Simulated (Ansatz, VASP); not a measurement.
# One calculation of SnTe, two programs

```
Sn Te
1.0
     4.44403    0.00000    0.00000
    -2.22201    3.84864    0.00000
     0.00000    0.00000    7.85780
Sn Te
2 2
Direct
  0.00000 0.00000 0.00000
  0.00000 0.00000 0.50000
  0.33333 0.66667 0.25000
  0.66667 0.33333 0.75000
```

Alike in both runs: functional PBE; k mesh 12 × 12 × 6; occupations gaussian, width 0.1 eV; no spin polarisation.

Ansatz relaxed the structure, and its values are those at the end. VASP's run is a single point on that final structure, the one shown.

|  | VASP | Ansatz |
| --- | --- | --- |
| version | VASP 6.6.1 | Ansatz 0.2.0 |
| potentials or method | VASP PAW PBE potentials, release 64 (Sn_d, Te), cutoff 520 eV | scalar-relativistic, plane waves, PAW |
| valence electrons in the cell | 40 | 60 |

Ansatz gave:

| Property | Result |
| --- | --- |
| gap on the k mesh at the Fermi level (eV) | none |
| pressure (GPa) | 0.0 |

Which values does VASP return?

gap on the k mesh at the Fermi level (eV): none; pressure (GPa): -0.1.

A gap of «none» marks a metal or a gap that the smearing closes. VASP's potentials hold 40 valence electrons a cell and Ansatz's 60, so a difference there can come from the potentials and not from the codes.

Neither program's run includes spin-orbit coupling.
